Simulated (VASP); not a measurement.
# LiAl12 in VASP: further runs, part 2 of 2

VASP 6.6.1. Earlier steps stand in the parts before.

### Step 3. Single point, LDA

The input, INCAR:

```
SYSTEM = LiAl12
PREC = Accurate ; ENCUT = 520
EDIFF = 1E-6 ; ISMEAR = 0
SIGMA = 0.1 ; LREAL = .FALSE.
LASPH = .TRUE. ; NELM = 80
ALGO = Normal ; ISIF = 2
LWAVE = .FALSE. ; LCHARG = .TRUE.
LDIPOL = .TRUE. ; IDIPOL = 3
DIPOL = 0.5 0.5 0.330 ; LELF = .TRUE.
LVHAR = .TRUE. ; LVACPOTAV = .TRUE.
NBANDS = 32
```

The input, KPOINTS:

```
Automatic mesh
0
G
  6 6 1
  0 0 0
```

The input, POSCAR:

```
LiAl12
1.0
    5.6336864727      0.0000000000      0.0000000000
   -2.8168432363      4.8789156023      0.0000000000
    0.0000000000      0.0000000000     20.0321727095
Al Li
12 1
Direct
    0.3333333333      0.1666666667      0.1996787896
    0.3333333333      0.6666666667      0.1996787896
    0.8333333333      0.1666666667      0.1996787896
    0.8333333333      0.6666666667      0.1996787896
    0.1666666667      0.3333333333      0.3128097176
    0.1666666667      0.8333333333      0.3128097176
    0.6666666667      0.3333333333      0.3128097176
    0.6666666667      0.8333333333      0.3128097176
    0.0000000000      0.0000000000      0.4259234799
    0.0000000000      0.5000000000      0.4259234799
    0.5000000000      0.0000000000      0.4259234799
    0.5000000000      0.5000000000      0.4259234799
    0.1666666667      0.3333333333      0.5309099389
```

Potentials or basis: VASP PAW LDA potentials, release 64 (Al, Li_sv).

Launch:

```sh
$ cat potpaw_LDA.64/Al/POTCAR potpaw_LDA.64/Li_sv/POTCAR > POTCAR
$ mpirun -np 1 vasp_std > vasp.out
```

OUTCAR:

```text
SYSTEM = LiAl12
   PREC = Accurate
   ENCUT = 520
   EDIFF = 1E-6
   ISMEAR = 0
   LREAL = .FALSE.
   LASPH = .TRUE.
   NELM = 80
   ISIF = 2

 ion  position               nearest neighbor table
   1  0.333  0.167  0.200-   5 2.79   6 2.79   7 2.79   2 2.82   2 2.82   3 2.82   3 2.82   4 2.82
                             4 2.82
   2  0.333  0.667  0.200-   6 2.79   5 2.79   8 2.79   1 2.82   1 2.82   4 2.82   4 2.82   3 2.82
                             3 2.82
   3  0.833  0.167  0.200-   7 2.79   8 2.79   5 2.79   4 2.82   4 2.82   1 2.82   1 2.82   2 2.82
                             2 2.82
   4  0.833  0.667  0.200-   8 2.79   7 2.79   6 2.79   3 2.82   3 2.82   2 2.82   2 2.82   1 2.82
                             1 2.82
   5  0.167  0.333  0.313-   9 2.79  12 2.79  10 2.79   1 2.79   2 2.79   3 2.79   6 2.82   6 2.82
                             7 2.82   7 2.82   8 2.82   8 2.82
   6  0.167  0.833  0.313-  10 2.79  11 2.79   9 2.79   2 2.79   1 2.79   4 2.79   5 2.82   5 2.82
                             8 2.82   8 2.82   7 2.82   7 2.82
   7  0.667  0.333  0.313-  11 2.79  10 2.79  12 2.79   3 2.79   4 2.79   1 2.79   8 2.82   8 2.82
                             5 2.82   5 2.82   6 2.82   6 2.82
   8  0.667  0.833  0.313-  12 2.79   9 2.79  11 2.79   4 2.79   3 2.79   2 2.79   7 2.82   7 2.82
                             6 2.82   6 2.82   5 2.82   5 2.82
[... 454 lines left out ...]
  -------------------------------------------------------------------------------------
  Total       -2.0769361     -2.0769361      0.6552870     -0.0000000      0.0000000     -0.0000000
  in kB       -6.0435162     -6.0435162      1.9067691     -0.0000000      0.0000000     -0.0000000
  external PRESSURE =      -3.3934211 kB  Pullay stress =       0.0000000 kB

 VOLUME and BASIS-vectors are now :
 -----------------------------------------------------------------------------
  energy-cutoff  :      520.00
  volume of cell :      550.61
      direct lattice vectors                 reciprocal lattice vectors
     5.633686473  0.000000000  0.000000000     0.177503666  0.102481789  0.000000000
    -2.816843236  4.878915602  0.000000000     0.000000000  0.204963578  0.000000000
     0.000000000  0.000000000 20.032172709     0.000000000  0.000000000  0.049919697

 POSITION                                       TOTAL-FORCE (eV/Angst)
 -----------------------------------------------------------------------------------
      1.40842      0.81315      4.00000         0.005880     -0.003395     -0.067083
     -0.00000      3.25261      4.00000         0.000000      0.006790     -0.067083
      4.22526      0.81315      4.00000        -0.005880     -0.003395     -0.067083
      2.81684      3.25261      4.00000        -0.000000      0.000000     -0.081308
      0.00000      1.62631      6.26626         0.000000     -0.000000      0.044590
     -1.40842      4.06576      6.26626         0.012974      0.007490      0.071510
      2.81684      1.62631      6.26626        -0.000000     -0.014981      0.071510
      1.40842      4.06576      6.26626        -0.012974      0.007490      0.071510
      0.00000      0.00000      8.53217        -0.000000     -0.198736     -0.059214
     -1.40842      2.43946      8.53217        -0.172110      0.099368     -0.059214
      2.81684      0.00000      8.53217        -0.000000      0.000000      0.214780
      1.40842      2.43946      8.53217         0.172110      0.099368     -0.059214
      0.00000      1.62631     10.63528        -0.000000     -0.000000     -0.013699
 -----------------------------------------------------------------------------------
    total drift:                               -0.000000      0.000000      0.000137

  FREE ENERGIE OF THE ION-ELECTRON SYSTEM (eV)
  ---------------------------------------------------
  free  energy   TOTEN  =       -49.0585021365 eV

  energy  without entropy=      -49.0238520963  energy(sigma->0) =      -49.04117712

 vacuum level on the upper side and lower side of the slab         3.164         4.991
```

Run time: 3.5 min. Hardware: 1 thread of AMD EPYC 7R43 (Zen 3), shared host; peak memory 0.42 GiB.

Results:

- Free energy: -49.0585 eV
- Largest force: 0.215 eV/Å

Forces on the atoms (eV/Å):
```
Al   0.006 -0.003 -0.067
Al   0.000  0.007 -0.067
Al  -0.006 -0.003 -0.067
Al   0.000  0.000 -0.081
Al   0.000  0.000  0.045
Al   0.013  0.007  0.072
Al   0.000 -0.015  0.072
Al  -0.013  0.007  0.072
Al   0.000 -0.199 -0.059
Al  -0.172  0.099 -0.059
Al   0.000  0.000  0.215
Al   0.172  0.099 -0.059
Li   0.000  0.000 -0.014
```

Caveat: the cutoff is under 1.25 times the usual one of these potentials, so pressure, stress and relaxed cells hold a basis-set (Pulay) error.

### Step 4. Single point, LDA

The input, INCAR:

```
SYSTEM = LiAl12
PREC = Accurate
ENCUT = 520
EDIFF = 1E-6
ISMEAR = 0
SIGMA = 0.1
LREAL = .FALSE.
LASPH = .TRUE.
NELM = 60
ALGO = Normal
ISIF = 2
LWAVE = .FALSE.
LCHARG = .FALSE.
LDIPOL = .TRUE.
IDIPOL = 3
DIPOL = 0.5 0.5 0.330
GGA = CA
NBANDS = 32
```

The input, KPOINTS:

```
regular mesh
0
G
  6 6 1
  0 0 0
```

POSCAR, as its differences from that of step 3:

```diff
@@ -20,2 +20,2 @@
     0.5000000000      0.5000000000      0.4259234799
-    0.1666666667      0.3333333333      0.5309099389
+    0.3333333333      0.1666666667      0.5322848720
```

Potentials or basis: VASP PAW LDA potentials, release 64 (Al, Li_sv).

Launch:

```sh
$ cat potpaw_LDA.64/Al/POTCAR potpaw_LDA.64/Li_sv/POTCAR > POTCAR
$ mpirun -np 1 vasp_std > vasp.out
```

OUTCAR:

```text
SYSTEM = LiAl12
   PREC = Accurate
   ENCUT = 520
   EDIFF = 1E-6
   ISMEAR = 0
   LREAL = .FALSE.
   LASPH = .TRUE.
   NELM = 60
   ISIF = 2
   GGA = CA

 ion  position               nearest neighbor table
   1  0.333  0.167  0.200-   5 2.79   6 2.79   7 2.79   2 2.82   2 2.82   3 2.82   3 2.82   4 2.82
                             4 2.82
   2  0.333  0.667  0.200-   6 2.79   5 2.79   8 2.79   1 2.82   1 2.82   4 2.82   4 2.82   3 2.82
                             3 2.82
   3  0.833  0.167  0.200-   7 2.79   8 2.79   5 2.79   4 2.82   4 2.82   1 2.82   1 2.82   2 2.82
                             2 2.82
   4  0.833  0.667  0.200-   8 2.79   7 2.79   6 2.79   3 2.82   3 2.82   2 2.82   2 2.82   1 2.82
                             1 2.82
   5  0.167  0.333  0.313-   9 2.79  12 2.79  10 2.79   1 2.79   2 2.79   3 2.79   6 2.82   6 2.82
                             7 2.82   7 2.82   8 2.82   8 2.82
   6  0.167  0.833  0.313-  10 2.79  11 2.79   9 2.79   2 2.79   1 2.79   4 2.79   5 2.82   5 2.82
                             8 2.82   8 2.82   7 2.82   7 2.82
   7  0.667  0.333  0.313-  11 2.79  10 2.79  12 2.79   3 2.79   4 2.79   1 2.79   8 2.82   8 2.82
                             5 2.82   5 2.82   6 2.82   6 2.82
   8  0.667  0.833  0.313-  12 2.79   9 2.79  11 2.79   4 2.79   3 2.79   2 2.79   7 2.82   7 2.82
                             6 2.82   6 2.82   5 2.82   5 2.82
   9  0.000  0.000  0.426-  13 2.68   5 2.79   8 2.79   6 2.79  10 2.82  10 2.82  11 2.82  11 2.82
                            12 2.82  12 2.82
  10  0.000  0.500  0.426-   6 2.79   7 2.79   5 2.79   9 2.82   9 2.82  12 2.82  12 2.82  11 2.82
                            11 2.82
  11  0.500  0.000  0.426-  13 2.68   7 2.79   6 2.79   8 2.79  12 2.82  12 2.82   9 2.82   9 2.82
                            10 2.82  10 2.82
  12  0.500  0.500  0.426-  13 2.68   8 2.79   5 2.79   7 2.79  11 2.82  11 2.82  10 2.82  10 2.82
                             9 2.82   9 2.82
  13  0.333  0.167  0.532-  12 2.68   9 2.68  11 2.68

  LATTYP: Found a hexagonal cell.
 ALAT       =     5.6336864727
 C/A-ratio  =     3.5557840868

  Lattice vectors:

 A1 = (   5.6336864727,   0.0000000000,   0.0000000000)
 A2 = (  -2.8168432363,   4.8789156023,   0.0000000000)
 A3 = (   0.0000000000,   0.0000000000,  20.0321727095)

Analysis of symmetry for initial positions (statically):
=====================================================================
 Subroutine PRICEL returns:
 Original cell was already a primitive cell.

 Routine SETGRP: Setting up the symmetry group for a
 hexagonal supercell.

 Subroutine GETGRP returns: Found  6 space group operations
 (whereof  2 operations were pure point group operations)
 out of a pool of 24 trial point group operations.

The static configuration has the point symmetry C_1h.
 The point group associated with its full space group is C_3v.

Analysis of symmetry for dynamics (positions and initial velocities):
=====================================================================
 Subroutine PRICEL returns:
 Original cell was already a primitive cell.

 Routine SETGRP: Setting up the symmetry group for a
 hexagonal supercell.

 Subroutine GETGRP returns: Found  6 space group operations
 (whereof  2 operations were pure point group operations)
 out of a pool of 24 trial point group operations.

The dynamic configuration has the point symmetry C_1h.
 The point group associated with its full space group is C_3v.

 Subroutine INISYM returns: Found  6 space group operations
 (whereof  2 operations are pure point group operations),
[... 96 lines left out ...]
   LSORBIT =      F    spin-orbit coupling
   LASPH  =      T    aspherical Exc in radial PAW
   ENCUT  =  520.0 eV  38.22 Ry    6.18 a.u.  10.47 10.47 37.25*2*pi/ulx,y,z
   NELM   =     60;   NELMIN=  2; NELMDL= -5     # of ELM steps
   EDIFF  = 0.1E-05   stopping-criterion for ELM
   LREAL  =      F    real-space projection
   EDIFFG = 0.1E-04   stopping-criterion for IOM
   NSW    =      0    number of steps for IOM
   IBRION =     -1    ionic relax: 0-MD 1-quasi-New 2-CG
   NFREE  =      0    steps in history (QN), initial steepest desc. (CG)
   ISIF   =      2    stress and relaxation
   ISYM   =      2    0-nonsym 1-usesym 2-fastsym
   POTIM  = 0.5000    time-step for ionic-motion
   TEBEG  =    0.0;   TEEND  =   0.0 temperature during run
   PSTRESS=    0.0 pullay stress
   NELECT =      39.0000    total number of electrons
   NUPDOWN=      -1.0000    fix difference up-down
   EMIN   =  10.00;   EMAX   =-10.00  energy-range for DOS
   EFERMI =   0.00;   METHOD = LEGACY
   ISMEAR =     0;   SIGMA  =   0.10  broadening in eV -4-tet -1-fermi 0-gaus
   EFERMI_NEDOS =   21; number of points for ismear=-14 and -15
   IALGO  =     38    algorithm
   IMIX   =      4    mixing-type and parameters
     AMIX     =   0.40;   BMIX     =  1.00
     AMIX_MAG =   1.60;   BMIX_MAG =  1.00
  volume/ion in A,a.u.               =      42.35       285.82
  Fermi-wavevector in a.u.,A,eV,Ry     =   0.677353  1.280011  6.242448  0.458807
  Thomas-Fermi vector in A             =   1.754936
   LORBIT       =      0    0 simple, 1 ext, 2 COOP (PROOUT), +10 PAW based schemes
   GGA     = CA    functional components
   LHFCALC =     F    Hartree Fock is set to
   AEXX    =    0.0000 exact exchange contribution
   IVDW    =     0    specifies the selected vdW correction
   LEPSILON=     F    determine dielectric tensor
   LRPA    =     F    only Hartree local field effects (RPA)
 non-spin polarized calculation
 Gauss-broadening in eV      SIGMA  =   0.10
  energy-cutoff  :      520.00
  volume of cell :      550.61
 maximum number of plane-waves:     14919
 NGX is ok and might be reduce to    42
   NGX = 21   NGY = 21   NGZ = 75

 number of electron      39.0000009 magnetization

 dipolmoment           0.000000      0.000000     -0.274457 electrons x Angstroem

 Free energy of the ion-electron system (eV)
  ---------------------------------------------------
  ext. energy  EPLUGINS =         0.00000000
  ---------------------------------------------------
  free energy    TOTEN  =       -49.02783163 eV

  energy without entropy =      -48.98595557  energy(sigma->0) =      -49.00689360

 E-fermi :   0.8205     XC(G=0):  -4.9266

 val. band max:        0.7753052753   @ k =   0.3333   0.1667   0.0000
 cond. band min:       0.8747543714   @ k =   0.1667   0.1667   0.0000
 fundamental gap:      0.0994490961
 Fermi energy:         0.8205489436

 k-point     1 :       0.0000    0.0000    0.0000
  band No.  band energies     occupation
      1     -46.1720      2.00000
      2      -9.9690      2.00000
      3      -8.2299      2.00000
      4      -5.5164      2.00000
      5      -3.9753      2.00000
      6      -3.9599      2.00000
[... 227 lines left out ...]
     30       3.9173      0.00000
     31       3.9507      0.00000
 [bands above 31 left out]

------------------------ aborting loop because EDIFF is reached ----------------------------------------

 vacuum level on the upper side and lower side of the slab       (xc-potential included)        -1.262         0.600

  FORCE on cell =-STRESS in cart. coord.  units (eV):
  Direction    XX          YY          ZZ          XY          YZ          ZX
  --------------------------------------------------------------------------------------
  -------------------------------------------------------------------------------------
  Total       -2.2738158     -2.2738158      0.7772566     -0.0000000      0.0000000      0.0000000
  in kB       -6.6164011     -6.6164011      2.2616789     -0.0000000      0.0000000      0.0000000
  external PRESSURE =      -3.6570411 kB  Pullay stress =       0.0000000 kB

 VOLUME and BASIS-vectors are now :
 -----------------------------------------------------------------------------
  energy-cutoff  :      520.00
  volume of cell :      550.61
      direct lattice vectors                 reciprocal lattice vectors
     5.633686473  0.000000000  0.000000000     0.177503666  0.102481789  0.000000000
    -2.816843236  4.878915602  0.000000000     0.000000000  0.204963578  0.000000000
     0.000000000  0.000000000 20.032172709     0.000000000  0.000000000  0.049919697

 POSITION                                       TOTAL-FORCE (eV/Angst)
 -----------------------------------------------------------------------------------
      1.40842      0.81315      4.00000        -0.000000     -0.000000     -0.066396
     -0.00000      3.25261      4.00000        -0.015614     -0.009015     -0.075658
      4.22526      0.81315      4.00000         0.000000      0.018029     -0.075658
      2.81684      3.25261      4.00000         0.015614     -0.009015     -0.075658
      0.00000      1.62631      6.26626        -0.006378      0.003683      0.044961
     -1.40842      4.06576      6.26626        -0.000000     -0.007365      0.044961
      2.81684      1.62631      6.26626         0.006378      0.003683      0.044961
      1.40842      4.06576      6.26626        -0.000000     -0.000000      0.094393
      0.00000      0.00000      8.53217        -0.129869     -0.074980     -0.044784
     -1.40842      2.43946      8.53217        -0.000000     -0.000000      0.209985
      2.81684      0.00000      8.53217         0.129869     -0.074980     -0.044784
      1.40842      2.43946      8.53217         0.000000      0.149960     -0.044784
      1.40842      0.81315     10.66282        -0.000000      0.000000     -0.011537
 -----------------------------------------------------------------------------------
    total drift:                                0.000000     -0.000000     -0.000521

  FREE ENERGIE OF THE ION-ELECTRON SYSTEM (eV)
  ---------------------------------------------------
  free  energy   TOTEN  =       -49.0278316328 eV

  energy  without entropy=      -48.9859555688  energy(sigma->0) =      -49.00689360

 vacuum level on the upper side and lower side of the slab         2.798         4.708
```

It took 3.5 min on 1 thread of AMD EPYC 7R43 (Zen 3), shared host; peak memory 0.43 GiB.

Results:

```
Free energy   : -49.0278 eV
Largest force : 0.210 eV/Å
```

Forces on the atoms (eV/Å):
```
Al   0.000  0.000 -0.066
Al  -0.016 -0.009 -0.076
Al   0.000  0.018 -0.076
Al   0.016 -0.009 -0.076
Al  -0.006  0.004  0.045
Al   0.000 -0.007  0.045
Al   0.006  0.004  0.045
Al   0.000  0.000  0.094
Al  -0.130 -0.075 -0.045
Al   0.000  0.000  0.210
Al   0.130 -0.075 -0.045
Al   0.000  0.150 -0.045
Li   0.000  0.000 -0.012
```

Caveat: the cutoff is under 1.25 times the usual one of these potentials, so pressure, stress and relaxed cells hold a basis-set (Pulay) error.
